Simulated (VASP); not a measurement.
# Ta4C3 (P1) in VASP: single point with PBEsol

Aim: the single point of Ta4C3 with PBEsol.

Program: VASP 6.6.1. These are calculated values, not measurements. Logs are shortened: lines on timing, memory, paths and dates and some standing lists are left out, and cuts for length are marked.

## 1. The cell of the first run

The typed cell holds 7 atoms: a = 3.103 Å, b = 3.103 Å, c = 10.223 Å, α = 96.10°, β = 93.48°, γ = 60.00°.

## 2. Single point, PBEsol

File INCAR:

```
SYSTEM = Ta4C3
ALGO = Normal
EDIFF = 1E-6
ENCUT = 520
GGA = PS
ISIF = 2
ISMEAR = 0
LASPH = .TRUE.
LCHARG = .TRUE.
LELF = .TRUE.
LREAL = .FALSE.
LVHAR = .TRUE.
LWAVE = .FALSE.
NBANDS = 37
NELM = 100
PREC = Accurate
SIGMA = 0.15
```

File KPOINTS:

```
k-points
0
G
  14 14 4
  0 0 0
```

File POSCAR:

```
Ta4C3
1.0
   -3.1032734570      0.0000000000      0.0000000000
   -1.5516367285     -2.6875136487      0.0000000000
    0.6206546914      0.8958378829     10.1645109918
Ta C
4 3
Direct
    0.3165622206      0.3733722062      0.1893666186
    0.3416711600      0.6244616004      0.9426348013
    0.0001868096      0.2096180962      0.6981042887
    0.6586647438      0.7943974378      0.4524423133
    0.3294843505      0.5025935053      0.5770305159
    0.9788267075      0.9960170753      0.0573012258
   -0.0123209911      0.0845400888      0.3228702664
```

Potentials or basis: VASP PAW PBE potentials, release 64 (Ta_pv, C).

Started as:

```
cat potpaw_PBE.64/Ta_pv/POTCAR potpaw_PBE.64/C/POTCAR > POTCAR
mpirun -np 1 vasp_std > vasp.out
```

OUTCAR:

```text
SYSTEM = Ta4C3
   EDIFF = 1E-6
   ENCUT = 520
   GGA = PS
   ISIF = 2
   ISMEAR = 0
   LASPH = .TRUE.
   LREAL = .FALSE.
   NELM = 100
   PREC = Accurate

 ion  position               nearest neighbor table
   1  0.317  0.373  0.189-   6 2.24   6 2.24   6 2.24   7 2.25   7 2.25   7 2.25   2 2.73   4 3.22
                             4 3.22   4 3.22   2 3.22
   2  0.342  0.624  0.943-   6 1.60   6 2.33   1 2.73   3 3.06   3 3.06   3 3.06   1 3.22
   3  0.000  0.210  0.698-   5 2.17   5 2.17   5 2.17   2 3.06   2 3.06   2 3.06   4 3.07   4 3.07
                             4 3.07
   4  0.659  0.794  0.452-   5 2.19   5 2.19   5 2.19   7 2.22   7 2.22   7 2.22   3 3.07   3 3.07
                             3 3.07   1 3.22   1 3.22   1 3.22
   5  0.329  0.503  0.577-   3 2.17   3 2.17   3 2.17   4 2.19   4 2.19   4 2.19
   6  0.979  0.996  0.057-   2 1.60   1 2.24   1 2.24   1 2.24   2 2.33
   7  0.988  0.085  0.323-   4 2.22   4 2.22   4 2.22   1 2.25   1 2.25   1 2.25

  LATTYP: Found a triclinic cell.
 ALAT       =     3.1032734570
 B/A-ratio  =     1.0000000000
 C/A-ratio  =     3.5709497564
 COS(alpha) =     0.0420056316
 COS(beta)  =     0.3640488074
 COS(gamma) =     0.5000000000

  Lattice vectors:

 A1 = (   3.1032734570,   0.0000000000,   0.0000000000)
 A2 = (   1.5516367285,  -2.6875136487,   0.0000000000)
 A3 = (   4.0342554941,   1.7916757658, -10.1645109918)

Analysis of symmetry for initial positions (statically):
=====================================================================
 Subroutine PRICEL returns:
 Original cell was already a primitive cell.

 Routine SETGRP: Setting up the symmetry group for a
 triclinic supercell.

 Subroutine GETGRP returns: Found  1 space group operations
 (whereof  1 operations were pure point group operations)
 out of a pool of  2 trial point group operations.

The static configuration has the point symmetry C_1 .

Analysis of symmetry for dynamics (positions and initial velocities):
=====================================================================
 Subroutine PRICEL returns:
 Original cell was already a primitive cell.

 Routine SETGRP: Setting up the symmetry group for a
 triclinic supercell.

 Subroutine GETGRP returns: Found  1 space group operations
 (whereof  1 operations were pure point group operations)
 out of a pool of  2 trial point group operations.

The dynamic configuration has the point symmetry C_1 .

 Subroutine INISYM returns: Found  1 space group operations
 (whereof  1 operations are pure point group operations),
 and found     1 'primitive' translations

[... 111 lines left out ...]
   ISYM   =      2    0-nonsym 1-usesym 2-fastsym
   POTIM  = 0.5000    time-step for ionic-motion
   TEBEG  =    0.0;   TEEND  =   0.0 temperature during run
   PSTRESS=    0.0 pullay stress
   NELECT =      56.0000    total number of electrons
   NUPDOWN=      -1.0000    fix difference up-down
   EMIN   =  10.00;   EMAX   =-10.00  energy-range for DOS
   EFERMI =   0.00;   METHOD = LEGACY
   ISMEAR =     0;   SIGMA  =   0.15  broadening in eV -4-tet -1-fermi 0-gaus
   EFERMI_NEDOS =   21; number of points for ismear=-14 and -15
   IALGO  =     38    algorithm
   IMIX   =      4    mixing-type and parameters
     AMIX     =   0.40;   BMIX     =  1.00
     AMIX_MAG =   1.60;   BMIX_MAG =  1.00
  volume/ion in A,a.u.               =      12.11        81.73
  Fermi-wavevector in a.u.,A,eV,Ry     =   1.425778  2.694329 27.658489  2.032842
  Thomas-Fermi vector in A             =   2.546125
   LORBIT       =      0    0 simple, 1 ext, 2 COOP (PROOUT), +10 PAW based schemes
   GGA     = PS    functional components
   LHFCALC =     F    Hartree Fock is set to
   AEXX    =    0.0000 exact exchange contribution
   IVDW    =     0    specifies the selected vdW correction
   LEPSILON=     F    determine dielectric tensor
   LRPA    =     F    only Hartree local field effects (RPA)
 non-spin polarized calculation
 Gauss-broadening in eV      SIGMA  =   0.15
  energy-cutoff  :      520.00
  volume of cell :       84.77
 maximum number of plane-waves:      2304
   NGX = 11   NGY = 11   NGZ = 37

 number of electron      56.0000002 magnetization

 Free energy of the ion-electron system (eV)
  ---------------------------------------------------
  ext. energy  EPLUGINS =         0.00000000
  ---------------------------------------------------
  free energy    TOTEN  =       -78.89152174 eV

  energy without entropy =      -78.86786546  energy(sigma->0) =      -78.87969360

 E-fermi :   7.2210     XC(G=0): -13.0992

 val. band max:        7.2198721056   @ k =   0.0000   0.1429   0.2500
 cond. band min:       7.2241386366   @ k =   0.5000  -0.4286   0.2500
 fundamental gap:      0.0042665310
 Fermi energy:         7.2210202762

 k-point     1 :       0.0000    0.0000    0.0000
  band No.  band energies     occupation
      1     -28.0425      2.00000
      2     -27.7373      2.00000
      3     -27.5221      2.00000
      4     -27.5148      2.00000
      5     -27.2926      2.00000
      6     -27.1654      2.00000
[... 949 lines left out ...]
     36       9.9899      0.00000
     37      10.6603      0.00000

 [... further k-points ...]

------------------------ aborting loop because EDIFF is reached ----------------------------------------

  FORCE on cell =-STRESS in cart. coord.  units (eV):
  Direction    XX          YY          ZZ          XY          YZ          ZX
  --------------------------------------------------------------------------------------
  -------------------------------------------------------------------------------------
  Total        5.9079342      8.6456449     19.6567573     -5.8766197    -11.3700172     11.4356261
  in kB      111.6577878    163.3995149    371.5054963   -111.0659545   -214.8891502    216.1291352
  external PRESSURE =     215.5209330 kB  Pullay stress =       0.0000000 kB

 VOLUME and BASIS-vectors are now :
 -----------------------------------------------------------------------------
  energy-cutoff  :      520.00
  volume of cell :       84.77
      direct lattice vectors                 reciprocal lattice vectors
    -3.103273457  0.000000000  0.000000000    -0.322240374  0.186045567  0.003279384
    -1.551636728 -2.687513649  0.000000000     0.000000000 -0.372091134  0.032793839
     0.620654691  0.895837883 10.164510992     0.000000000  0.000000000  0.098381516

 POSITION                                       TOTAL-FORCE (eV/Angst)
 -----------------------------------------------------------------------------------
     -1.44419     -0.83380      1.92482         0.460100      0.022277      2.672016
     -1.44419     -0.83380      9.58142        -9.064934     10.630274    -15.327888
      0.10745      0.06204      7.09589        -0.166906     -0.051814     -0.012931
     -2.99582     -1.72964      4.59885         0.013544      0.011994     -0.225531
     -1.44419     -0.83380      5.86523        -0.001065     -0.003953      0.195580
     -4.54746     -2.62548      0.58244         8.743030    -10.747894     12.933581
     -2.99582      0.06204      3.28182         0.016232      0.139117     -0.234828
 -----------------------------------------------------------------------------------
    total drift:                               -0.000252      0.000298     -0.000470

  FREE ENERGIE OF THE ION-ELECTRON SYSTEM (eV)
  ---------------------------------------------------
  free  energy   TOTEN  =       -78.8915217403 eV

  energy  without entropy=      -78.8678654558  energy(sigma->0) =      -78.87969360
```

OSZICAR:

```text
N       E                     dE             d eps       ncg     rms          rms(c)
DAV:   1     0.514515852960E+03    0.51452E+03   -0.30435E+04 29304   0.158E+03
DAV:   2    -0.584077693500E+02   -0.57292E+03   -0.55805E+03 32115   0.462E+02
DAV:   3    -0.893411587761E+02   -0.30933E+02   -0.30419E+02 36915   0.970E+01
DAV:   4    -0.900027878688E+02   -0.66163E+00   -0.65813E+00 36952   0.136E+01
DAV:   5    -0.900141092560E+02   -0.11321E-01   -0.11309E-01 36541   0.167E+00    0.483E+01
DAV:   6    -0.792745843815E+02    0.10740E+02   -0.56085E+01 36761   0.349E+01    0.203E+01
DAV:   7    -0.792703064581E+02    0.42779E-02   -0.86574E+00 37520   0.162E+01    0.850E+00
DAV:   8    -0.790470556670E+02    0.22325E+00   -0.63297E+00 37057   0.120E+01    0.389E+00
DAV:   9    -0.788929446204E+02    0.15411E+00   -0.11260E+00 37765   0.679E+00    0.814E-01
DAV:  10    -0.788923186916E+02    0.62593E-03   -0.82740E-02 36792   0.163E+00    0.424E-01
DAV:  11    -0.788918377227E+02    0.48097E-03   -0.11587E-02 36871   0.646E-01    0.221E-01
DAV:  12    -0.788915539879E+02    0.28373E-03   -0.22819E-03 37084   0.333E-01    0.806E-02
DAV:  13    -0.788915246016E+02    0.29386E-04   -0.44446E-04 36673   0.122E-01    0.217E-02
DAV:  14    -0.788915247536E+02   -0.15206E-06   -0.55244E-05 37803   0.473E-02    0.125E-02
DAV:  15    -0.788915226151E+02    0.21385E-05   -0.75511E-06 35146   0.179E-02    0.717E-03
DAV:  16    -0.788915217403E+02    0.87484E-06   -0.60764E-06 30436   0.129E-02
   1 F= -.78891522E+02 E0= -.78879694E+02  d E =-.236563E-01
```

stdout:

```text
POSCAR found type information on POSCAR TaC
 POSCAR found :  2 types and       7 ions
 scaLAPACK will be used
 -----------------------------------------------------------------------------
|                                                                             |
|                                                                             |
|     You enforced a specific xc type in the INCAR file but a different       |
|     I HOPE YOU KNOW WHAT YOU ARE DOING!                                     |
|                                                                             |
 -----------------------------------------------------------------------------

 LDA part: xc-table for (Slater+PW92), standard interpolation
 POSCAR, INCAR and KPOINTS ok, starting setup
 FFT: planning ... GRIDC
 FFT: planning ... GRID_SOFT
 FFT: planning ... GRID
 WAVECAR not read
 entering main loop
```

Wall time 8.6 min (1 thread of Intel Xeon 6975P-C (Granite Rapids), shared host); peak memory 0.92 GiB.

What came out:

```yaml
Free_energy: -78.8915 eV
Pressure: 21.6 GPa
Largest_force: 20.739 eV/Å
Band_gap_on_the_k_mesh: zero (bands 28 and 29 overlap by 0.60 eV)
```

Forces in eV/Å, atoms in the order of the input:
```
Ta    0.460   0.022   2.672
Ta   -9.065  10.630 -15.328
Ta   -0.167  -0.052  -0.013
Ta    0.014   0.012  -0.226
C    -0.001  -0.004   0.196
C     8.743 -10.748  12.934
C     0.016   0.139  -0.235
```

Levels at points of the mesh, in eV from the Fermi level:
```
           k point  band 26  band 27  band 28  band 29  band 30  band 31
(0.00, 0.00, 0.00)    -1.58    -0.51    -0.36    -0.27     0.77     1.05
(0.50, 0.00, 0.00)    -1.48    -0.96    -0.18     0.87     1.75     2.29
(0.00, 0.50, 0.00)    -1.61    -1.08    -0.39     1.27     2.09     2.62
(0.50, 0.50, 0.00)    -1.75    -0.78     0.21     1.88     2.57     3.16
(0.00, 0.00, 0.50)    -1.56    -0.59    -0.40    -0.05     0.47     1.08
(0.50, 0.00, 0.50)    -1.62    -0.58    -0.17     0.44     2.34     2.43
(0.00, 0.50, 0.50)    -1.56    -1.08     0.04     1.44     1.56     2.71
(0.50, 0.50, 0.50)    -1.83    -0.56    -0.08     1.87     2.29     3.63
```

Caveat: the cell stands under pressure; the PAW data sets were made with another functional, which shifts forces and pressure a little; spin-orbit coupling is left out, which moves the levels of the heavy elements.
